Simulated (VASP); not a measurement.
Wanted: the native input for a VASP 6.6.1 run.

| Property | Result |
| --- | --- |
| Task | single point |
| Functional | PBEsol |
| Potentials or basis | VASP PAW PBE potentials, release 64 (Sb) |
| Cutoff | 520 eV |
| k mesh | 16 × 16 × 16 |
| Occupations | gaussian, width 0.15 eV |
| Spin | no spin polarisation |
| Dipole correction | no |
| Further INCAR settings | ALGO = Normal; EDIFF = 1e-06; NBANDS = 8 |

The structure of Sb lies in POSCAR:

```
Sb
1.0
    3.3180000000      0.0000000000      0.0000000000
    0.0000000000      3.3180000000      0.0000000000
    0.0000000000      0.0000000000      3.0020000000
Sb
1
Direct
    0.0000000000      0.0000000000      0.0000000000
```

This cell differs from its parent crystal: strain +0.050 along x and y, -0.050 along z.

These files were run (other wordings do the same):

INCAR

```
  PREC = Accurate
  ENCUT = 520
  EDIFF = 1E-6
  ISMEAR = 0
  SIGMA = 0.15
  LREAL = F
  LASPH = T
  NELM = 80
  ALGO = Normal
  ISIF = 2
  LWAVE = F
  LCHARG = F
  GGA = PS
  NBANDS = 8
```

KPOINTS

```
Automatic mesh
0
Gamma
  16 16 16
```

Potentials or basis: VASP PAW PBE potentials, release 64 (Sb).

Launch:

```console
$ cat potpaw_PBE.64/Sb/POTCAR > POTCAR
$ mpirun -np 1 vasp_std > vasp.out
```

It gave:

The pressure is -5.6 GPa.

Caveat: the cell differs from its parent crystal (strain +0.050 along x and y, -0.050 along z); the PAW data sets were made with another functional, which shifts forces and pressure a little.

Wall time 38 s on 1 thread of AMD EPYC 9R45 96-Core Processor (Zen 5) (shared host), peak memory 0.2 GiB.
